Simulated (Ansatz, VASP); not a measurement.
## Two plane-wave programs on In3As

File INCAR:

```
SYSTEM = In3As
PREC     = Accurate       ! precision mode
ENCUT    = 600            ! plane-wave cutoff, eV
EDIFF    = 1E-7           ! SCF threshold, eV
ISMEAR   = -1             ! smearing method
SIGMA    = 0.05           ! smearing width, eV
LREAL    = .False.        ! projectors in reciprocal space
LASPH    = .True.         ! aspherical terms in the spheres
NELM     = 100            ! most SCF steps
ALGO     = Normal         ! electronic algorithm
ISIF     = 3              ! what is computed and relaxed
LWAVE    = .False.        ! write WAVECAR
LCHARG   = .False.        ! write CHGCAR
GGA      = PE             ! functional
IBRION   = 2              ! ionic algorithm
NSW      = 60             ! ionic steps
EDIFFG   = -0.01          ! ionic threshold
```

The input KPOINTS:

```
Automatic mesh
0
Gamma
  6 6 6
  0 0 0
```

File POSCAR:

```
In3As
1.0
    4.6716810000      0.0000000000      0.0000000000
    0.0000000000      4.6716810000      0.0000000000
    0.0000000000      0.0000000000      4.6716810000
In As
3 1
Direct
    0.5000000000      0.5000000000      0.0000000000
    0.5000000000      0.0000000000      0.5000000000
    0.0000000000      0.5000000000      0.5000000000
    0.0000000000      0.0000000000      0.0000000000
```

File input.yaml:

```yaml
crystal:
  lattice:
    - [4.671681, 0.0, 0.0]
    - [0.0, 4.671681, 0.0]
    - [0.0, 0.0, 4.671681]
  atoms:
    - { symbol: In, position: [0.5, 0.5, 0.0] }
    - { symbol: In, position: [0.5, 0.0, 0.5] }
    - { symbol: In, position: [0.0, 0.5, 0.5] }
    - { symbol: As, position: [0.0, 0.0, 0.0] }
hamiltonian:
  xc: pbe
  pseudopotentials: { kind: paw }
kpoints:
  mp_grid: { grid: [6, 6, 6] }
scf:
  occupations: { method: fermi_dirac, width: 0.05 }
output:
  forces: true
  stress: true
  eigenvalues: true
  write_density: true
  write_potential: true
  elf: true
  volumetric_format: npy
relax:
  f_tol: 0.01
  max_steps: 40
  cell: { stress_tol: 0.05 }
```

Alike in both runs: task relaxation of cell and atoms; functional PBE; k mesh 6 × 6 × 6; occupations fermi-dirac, width 0.05 eV; no spin polarisation.

|  | VASP | Ansatz |
| --- | --- | --- |
| version | VASP 6.6.1 | Ansatz 0.2.0 |
| potentials or method | VASP PAW PBE potentials, release 64 (In_d, As) | Ansatz PAW |
| plane-wave cutoff (eV) | 600 | 420 |
| valence electrons in the cell | 44 | 54 |

Ansatz gave:

| Property | Result |
| --- | --- |
| gap on the k mesh at the Fermi level, each at its own relaxed structure (eV) | none |
| relaxed volume (Å³/atom) | 25.87 |
| relaxed cell length with the largest relative difference (Å) | 4.695 |

Problem. Estimate VASP's values.

Solution. gap on the k mesh at the Fermi level, each at its own relaxed structure (eV): none; relaxed volume (Å³/atom): 25.85; relaxed cell length with the largest relative difference (Å): 4.694.

A gap of «none» marks a metal or a gap that the smearing closes. VASP's potentials hold 44 valence electrons a cell and Ansatz's 54, so a difference there can come from the potentials and not from the codes.

Noted on Ansatz's run: the plane-wave basis is chosen anew once the cell has moved, so the energies of steps on either side of that aren't comparable.
